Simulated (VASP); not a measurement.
# MgO (C2/c) in VASP: further runs, part 3 of 3

VASP 6.6.1.

## (5) Single point, r2SCAN (strain +0.0150 x Voigt [0, 0, 0, 0, 1, 0])

The input, POSCAR:

```
MgO
1.0
    3.4841042127      0.0000000000      0.0261307816
   -1.7420521064      3.0173227576     -0.0130653908
    0.0313926570      0.0000000000      4.1856875957
Mg O
2 2
Direct
    0.6666666667      0.3333333333      0.7500000000
    0.3333333333      0.6666666667      0.2500000000
    0.6666666667      0.3333333333      0.2500000000
    0.3333333333      0.6666666667      0.7500000000
```

The input, INCAR.step1:

```
PREC     = Accurate       # precision mode
ENCUT    = 520            # plane-wave cutoff, eV
ISMEAR   = 0              # smearing method
SIGMA    = 0.05           # smearing width, eV
LREAL    = False          # projectors in reciprocal space
LASPH    = True           # aspherical terms in the spheres
NELM     = 80             # most SCF steps
NBANDS   = 16             # bands
GGA      = PE             # functional
ALGO     = Normal         # electronic algorithm
EDIFF    = 1E-4           # SCF threshold, eV
LWAVE    = True           # write WAVECAR
LCHARG   = False          # write CHGCAR
```

The input, INCAR.step2:

```
PREC     = Accurate       # precision mode
ENCUT    = 520            # plane-wave cutoff, eV
EDIFF    = 1E-6           # SCF threshold, eV
ISMEAR   = 0              # smearing method
SIGMA    = 0.05           # smearing width, eV
LREAL    = False          # projectors in reciprocal space
LASPH    = True           # aspherical terms in the spheres
NELM     = 80             # most SCF steps
ALGO     = Normal         # electronic algorithm
ISIF     = 2              # what is computed and relaxed
LWAVE    = False          # write WAVECAR
LCHARG   = True           # write CHGCAR
METAGGA  = R2SCAN         # meta-GGA
LMIXTAU  = True         
LELF     = True           # ELF
LVHAR    = True         
NBANDS   = 16             # bands
ISTART   = 1
```

The input, KPOINTS:

```
regular mesh
0
Gamma
  6 6 6
```

Potentials or basis: VASP PAW PBE potentials, release 64 (Mg, O).

Run with:

```
$ cat potpaw_PBE.64/Mg/POTCAR potpaw_PBE.64/O/POTCAR > POTCAR
$ cp INCAR.step1 INCAR
$ mpirun -np 1 vasp_std > vasp.out
$ cp INCAR.step2 INCAR
$ mpirun -np 1 vasp_std > vasp.out
```

OUTCAR:

```text
PREC = Accurate
   ENCUT = 520
   EDIFF = 1E-6
   ISMEAR = 0
   LREAL = False
   LASPH = True
   NELM = 80
   ISIF = 2
   METAGGA = R2SCAN
   ISTART = 1

 ion  position               nearest neighbor table
   1  0.667  0.333  0.750-   4 2.01   4 2.01   4 2.01   3 2.09   3 2.09   2 2.88   2 2.88   2 2.90
                             2 2.90   2 2.92   2 2.92
   2  0.333  0.667  0.250-   3 2.01   3 2.01   3 2.01   4 2.09   4 2.09   1 2.88   1 2.88   1 2.90
                             1 2.90   1 2.92   1 2.92
   3  0.667  0.333  0.250-   2 2.01   2 2.01   2 2.01   1 2.09   1 2.09
   4  0.333  0.667  0.750-   1 2.01   1 2.01   1 2.01   2 2.09   2 2.09

  LATTYP: Found a base centered monoclinic cell.
 ALAT       =     3.4842022018
 B/A-ratio  =     1.7320020957
 C/A-ratio  =     1.2013669340
 COS(beta)  =    -0.0149991563

  Lattice vectors:

 A1 = (  -1.7420521064,   3.0173227576,  -0.0130653908)
 A2 = (  -1.7420521063,  -3.0173227576,  -0.0130653908)
 A3 = (   0.0313926570,   0.0000000000,   4.1856875957)

Analysis of symmetry for initial positions (statically):
=====================================================================
 Subroutine PRICEL returns:
 Original cell was already a primitive cell.

 Routine SETGRP: Setting up the symmetry group for a
 base centered monoclinic supercell.

 Subroutine GETGRP returns: Found  4 space group operations
 (whereof  2 operations were pure point group operations)
 out of a pool of  4 trial point group operations.

The static configuration has the point symmetry S_2 .
 The point group associated with its full space group is C_2h.

Analysis of symmetry for dynamics (positions and initial velocities):
=====================================================================
 Subroutine PRICEL returns:
 Original cell was already a primitive cell.

 Routine SETGRP: Setting up the symmetry group for a
 base centered monoclinic supercell.

 Subroutine GETGRP returns: Found  4 space group operations
 (whereof  2 operations were pure point group operations)
 out of a pool of  4 trial point group operations.

The dynamic configuration has the point symmetry S_2 .
 The point group associated with its full space group is C_2h.

 Subroutine INISYM returns: Found  4 space group operations
 (whereof  2 operations are pure point group operations),
 and found     1 'primitive' translations

----------------------------------------------------------------------------------------

                                     Primitive cell

  volume of cell :      44.0003

  direct lattice vectors                    reciprocal lattice vectors
     3.484104213  0.000000000  0.026130782     0.287033967  0.165709816 -0.002152755
    -1.742052106  3.017322758 -0.013065391     0.000000000  0.331419633  0.000000000
     0.031392657  0.000000000  4.185687596    -0.001791921 -0.000000000  0.238922813

  length of vectors
     3.484202202  3.484128710  4.185805317     0.331440607  0.331419633  0.238929532

  position of ions in fractional coordinates (direct lattice)
     0.666666667  0.333333333  0.750000000
     0.333333333  0.666666667  0.250000000
     0.666666667  0.333333333  0.250000000
     0.333333333  0.666666667  0.750000000

  ion indices of the primitive-cell ions
   primitive index   ion index
                 1           1
                 2           2
[... 26 lines left out ...]

 Found     68 irreducible k-points:

 Following reciprocal coordinates:
            Coordinates               Weight
  0.000000  0.000000  0.000000      1.000000
  0.166667 -0.000000  0.000000      4.000000
  0.333333 -0.000000  0.000000      4.000000
  0.500000  0.000000  0.000000      2.000000
  0.000000  0.166667  0.000000      2.000000
  0.166667  0.166667  0.000000      4.000000
[... 16 lines left out ...]
  0.500000  0.166667  0.166667      4.000000
 -0.333333  0.166667  0.166667      2.000000
 [... further k-points ...]
   k-points           NKPTS =     68   k-points in BZ     NKDIM =     68   number of bands    NBANDS=     16
   number of dos      NEDOS =    301   number of ions     NIONS =      4
   total plane-waves  NPLWV =  25088
   dimension x,y,z NGX =    28 NGY =   28 NGZ =   32
   dimension x,y,z NGXF=    56 NGYF=   56 NGZF=   64
   ions per type =               2   2
   NGX,Y,Z   is equivalent  to a cutoff of  13.36, 13.36, 12.71 a.u.
   NGXF,Y,Z  is equivalent  to a cutoff of  26.72, 26.72, 25.42 a.u.
 SYSTEM =  unknown system
   PREC   = accura    normal or accurate (medium, high low for compatibility)
   ISTART =      1    job   : 0-new  1-cont  2-samecut
   ICHARG =      0    charge: 1-file 2-atom 10-const
   ISPIN  =      1    spin polarized calculation?
   LNONCOLLINEAR =      F non collinear calculations
   LSORBIT =      F    spin-orbit coupling
   LASPH  =      T    aspherical Exc in radial PAW
   ENCUT  =  520.0 eV  38.22 Ry    6.18 a.u.   6.48  6.48  7.78*2*pi/ulx,y,z
   NELM   =     80;   NELMIN=  2; NELMDL=  0     # of ELM steps
   EDIFF  = 0.1E-05   stopping-criterion for ELM
   LREAL  =      F    real-space projection
   EDIFFG = 0.1E-04   stopping-criterion for IOM
   NSW    =      0    number of steps for IOM
   IBRION =     -1    ionic relax: 0-MD 1-quasi-New 2-CG
   NFREE  =      0    steps in history (QN), initial steepest desc. (CG)
   ISIF   =      2    stress and relaxation
   ISYM   =      2    0-nonsym 1-usesym 2-fastsym
   POTIM  = 0.5000    time-step for ionic-motion
   TEBEG  =    0.0;   TEEND  =   0.0 temperature during run
   PSTRESS=    0.0 pullay stress
   NELECT =      16.0000    total number of electrons
   NUPDOWN=      -1.0000    fix difference up-down
   EMIN   =  10.00;   EMAX   =-10.00  energy-range for DOS
   EFERMI =   0.00;   METHOD = LEGACY
   ISMEAR =     0;   SIGMA  =   0.05  broadening in eV -4-tet -1-fermi 0-gaus
   EFERMI_NEDOS =   21; number of points for ismear=-14 and -15
   IALGO  =     38    algorithm
   IMIX   =      4    mixing-type and parameters
     AMIX     =   0.40;   BMIX     =  1.00
     AMIX_MAG =   1.60;   BMIX_MAG =  1.00
  volume/ion in A,a.u.               =      11.00        74.23
  Fermi-wavevector in a.u.,A,eV,Ry     =   1.168503  2.208150 18.577376  1.365399
  Thomas-Fermi vector in A             =   2.304988
   LORBIT       =      0    0 simple, 1 ext, 2 COOP (PROOUT), +10 PAW based schemes
   METAGGA = R2SCAN    functional components
   LHFCALC =     F    Hartree Fock is set to
   AEXX    =    0.0000 exact exchange contribution
   IVDW    =     0    specifies the selected vdW correction
   LEPSILON=     F    determine dielectric tensor
   LRPA    =     F    only Hartree local field effects (RPA)
 non-spin polarized calculation
 Gauss-broadening in eV      SIGMA  =   0.05
  energy-cutoff  :      520.00
  volume of cell :       44.00
 maximum number of plane-waves:      1212
 NGX is ok and might be reduce to    28
   NGX = 13   NGY = 13   NGZ = 15

 number of electron      15.9999998 magnetization

 Free energy of the ion-electron system (eV)
  ---------------------------------------------------
  ext. energy  EPLUGINS =         0.00000000
  ---------------------------------------------------
  free energy    TOTEN  =       -32.06602612 eV

  energy without entropy =      -32.06602612  energy(sigma->0) =      -32.06602612

 E-fermi :   1.8949     XC(G=0): -10.5608

 val. band max:        1.5996337625   @ k =   0.0000   0.0000   0.0000
 cond. band min:       5.6737859550   @ k =   0.0000   0.0000   0.0000
 fundamental gap:      4.0741521925
 Fermi energy:         1.8948968343

 k-point     1 :       0.0000    0.0000    0.0000
  band No.  band energies     occupation
      1     -16.2961      2.00000
      2     -14.9324      2.00000
      3      -2.0848      2.00000
      4      -0.1703      2.00000
      5      -0.1702      2.00000
      6       0.7567      2.00000
[... 433 lines left out ...]
      3      -1.7377      2.00000
      4      -1.2236      2.00000
      5      -0.3582      2.00000
      6      -0.2010      2.00000
[... 8 lines left out ...]
     15      17.0779      0.00000
     16      17.8649      0.00000

 [... further k-points ...]
[... 5 lines left out ...]
  --------------------------------------------------------------------------------------
  -------------------------------------------------------------------------------------
  Total       -0.1870710     -0.1841575     -0.2666071      0.0000000      0.0000000     -0.5049108
  in kB       -6.8117966     -6.7057096     -9.7079370      0.0000000      0.0000000    -18.3852676
  external PRESSURE =      -7.7418144 kB  Pullay stress =       0.0000000 kB

 VOLUME and BASIS-vectors are now :
 -----------------------------------------------------------------------------
  energy-cutoff  :      520.00
  volume of cell :       44.00
      direct lattice vectors                 reciprocal lattice vectors
     3.484104213  0.000000000  0.026130782     0.287033967  0.165709816 -0.002152755
    -1.742052106  3.017322758 -0.013065391     0.000000000  0.331419633  0.000000000
     0.031392657  0.000000000  4.185687596    -0.001791921 -0.000000000  0.238922813

 POSITION                                       TOTAL-FORCE (eV/Angst)
 -----------------------------------------------------------------------------------
      1.76560      1.00577      3.15233         0.000000     -0.001973     -0.000000
      0.00785      2.01155      1.04642        -0.000000      0.001973      0.000000
      1.74990      1.00577      1.05949         0.000000     -0.001785     -0.000000
      0.02354      2.01155      3.13927        -0.000000      0.001785      0.000000
 -----------------------------------------------------------------------------------
    total drift:                                0.000000     -0.000000      0.000000

  FREE ENERGIE OF THE ION-ELECTRON SYSTEM (eV)
  ---------------------------------------------------
  free  energy   TOTEN  =       -32.0660261234 eV

  energy  without entropy=      -32.0660261234  energy(sigma->0) =      -32.06602612
```

Run time: 3.4 min. Hardware: 1 thread of AMD EPYC 7R13, shared host; peak memory 0.17 GiB.

What came out:

```
Free energy            : -32.0660 eV
Pressure               : -0.8 GPa
Band gap on the k mesh : 4.07 eV
```

Stress tensor (GPa, compression positive):
```
-0.68  0.00 -1.84
 0.00 -0.67  0.00
-1.84  0.00 -0.97
```

Levels at points of the mesh, in eV from the valence-band top:
```csv
k point,band 4,band 5,band 6,band 7,band 8,band 9,band 10,band 11,band 12,band 13
"(0.00, 0.00, 0.00)",-1.77,-1.77,-0.84,-0.84,0.00,4.07,10.38,13.15,13.46,13.46
"(0.50, 0.00, 0.00)",-2.41,-2.38,-1.96,-1.31,-0.55,7.66,10.00,10.61,13.27,13.93
"(0.00, 0.50, 0.00)",-2.41,-2.38,-1.97,-1.31,-0.54,7.66,9.99,10.62,13.26,13.93
"(0.00, 0.00, 0.50)",-2.42,-1.35,-1.35,-1.30,-1.30,7.13,7.13,13.75,13.75,13.93
"(0.50, 0.00, 0.50)",-3.86,-1.57,-1.56,-0.88,-0.79,8.00,8.04,12.91,13.11,15.13
"(0.00, 0.50, 0.50)",-3.89,-1.57,-1.57,-0.83,-0.83,8.02,8.02,13.00,13.00,15.15
```

Caveat: the cell differs from its parent crystal (strain +0.0150 x Voigt [0, 0, 0, 0, 1, 0]); the PAW data sets were made with another functional, which shifts forces and pressure a little.

## (6) Single point, r2SCAN (strain +0.0050 x Voigt [0, 0, 0, 0, 1, 0])

The input, POSCAR:

```
MgO
1.0
    3.4841042127      0.0000000000      0.0087102605
   -1.7420521064      3.0173227576     -0.0043551303
    0.0104642190      0.0000000000      4.1856875957
Mg O
2 2
Direct
    0.6666666667      0.3333333333      0.7500000000
    0.3333333333      0.6666666667      0.2500000000
    0.6666666667      0.3333333333      0.2500000000
    0.3333333333      0.6666666667      0.7500000000
```

The input, INCAR.step1:

```
SYSTEM = MgO
ALGO     = Normal         ! electronic algorithm
EDIFF    = 1E-4           ! SCF threshold, eV
ENCUT    = 520            ! plane-wave cutoff, eV
GGA      = PE             ! functional
ISMEAR   = 0              ! smearing method
LASPH    = .TRUE.         ! aspherical terms in the spheres
LCHARG   = .FALSE.        ! write CHGCAR
LREAL    = .FALSE.        ! projectors in reciprocal space
LWAVE    = .TRUE.         ! write WAVECAR
NBANDS   = 16             ! bands
NELM     = 80             ! most SCF steps
PREC     = Accurate       ! precision mode
SIGMA    = 0.05           ! smearing width, eV
```

The input, INCAR.step2:

```
SYSTEM = MgO
ALGO     = Normal         ! electronic algorithm
EDIFF    = 1E-6           ! SCF threshold, eV
ENCUT    = 520            ! plane-wave cutoff, eV
ISIF     = 2              ! what is computed and relaxed
ISMEAR   = 0              ! smearing method
ISTART   = 1            
LASPH    = .TRUE.         ! aspherical terms in the spheres
LCHARG   = .TRUE.         ! write CHGCAR
LELF     = .TRUE.         ! ELF
LMIXTAU  = .TRUE.       
LREAL    = .FALSE.        ! projectors in reciprocal space
LVHAR    = .TRUE.       
LWAVE    = .FALSE.        ! write WAVECAR
METAGGA  = R2SCAN         ! meta-GGA
NBANDS   = 16             ! bands
NELM     = 80             ! most SCF steps
PREC     = Accurate       ! precision mode
SIGMA    = 0.05           ! smearing width, eV
```

The input, KPOINTS:

```
k-points
0
G
  6 6 6
  0 0 0
```

Potentials or basis: VASP PAW PBE potentials, release 64 (Mg, O).

Run with:

```
$ cat potpaw_PBE.64/Mg/POTCAR potpaw_PBE.64/O/POTCAR > POTCAR
$ cp INCAR.step1 INCAR
$ mpirun -np 1 vasp_std > vasp.out
$ cp INCAR.step2 INCAR
$ mpirun -np 1 vasp_std > vasp.out
```

It took 3.5 min on 1 thread of AMD EPYC 7R13, shared host; peak memory 0.17 GiB.

It converged, with:

* Free energy: -32.0694 eV
* Pressure: -0.8 GPa
* Band gap on the k mesh: 4.08 eV

Stress tensor (GPa, compression positive):
```
-0.68  0.00 -0.61
 0.00 -0.68  0.00
-0.61  0.00 -0.99
```

Levels at points of the mesh, in eV from the valence-band top:
```tsv
k point	band 5	band 6	band 7	band 8	band 9	band 10	band 11	band 12
(0.00, 0.00, 0.00)	-1.77	-0.84	-0.84	0.00	4.08	10.38	13.16	13.47
(0.50, 0.00, 0.00)	-2.38	-1.97	-1.31	-0.54	7.66	10.00	10.62	13.27
(0.00, 0.50, 0.00)	-2.38	-1.97	-1.31	-0.54	7.66	10.00	10.62	13.27
(0.00, 0.00, 0.50)	-1.33	-1.33	-1.31	-1.31	7.13	7.13	13.81	13.81
(0.50, 0.00, 0.50)	-1.57	-1.56	-0.85	-0.82	8.02	8.03	12.98	13.05
(0.00, 0.50, 0.50)	-1.56	-1.56	-0.83	-0.83	8.02	8.02	13.01	13.01
```

Caveat: the cell differs from its parent crystal (strain +0.0050 x Voigt [0, 0, 0, 0, 1, 0]); the PAW data sets were made with another functional, which shifts forces and pressure a little.

## (7) Summary

| cell | gap on the mesh (eV) | pressure (GPa) | largest force (eV/Å) |
| --- | --- | --- | --- |
| a = 3.484, b = 3.484, c = 4.186 Å, angles 90.3, 89.4, 120.0°, 4 atoms | 4.08 | -0.8 | - |
| a = 3.485, b = 3.484, c = 4.186 Å, angles 91.0, 88.0, 120.0°, 4 atoms | 4.05 | -0.7 | 0.01 |
| a = 3.484, b = 3.484, c = 4.186 Å, angles 90.7, 88.6, 120.0°, 4 atoms | 4.07 | -0.8 | 0.01 |
| a = 3.484, b = 3.484, c = 4.186 Å, angles 90.4, 89.1, 120.0°, 4 atoms | 4.07 | -0.8 | - |
| a = 3.484, b = 3.484, c = 4.186 Å, angles 90.1, 89.7, 120.0°, 4 atoms | 4.08 | -0.8 | - |

Alike in all rows: task single point; level r2SCAN; potentials or basis VASP PAW PBE potentials, release 64 (Mg, O); no spin polarisation; k mesh 6 × 6 × 6; cutoff (eV) 520; smearing gaussian 0.05 eV.

Caveats: the PAW data sets were made with another functional, which shifts forces and pressure a little.

Total energies depend on the potentials used, so only differences within one code and one set of settings carry meaning.
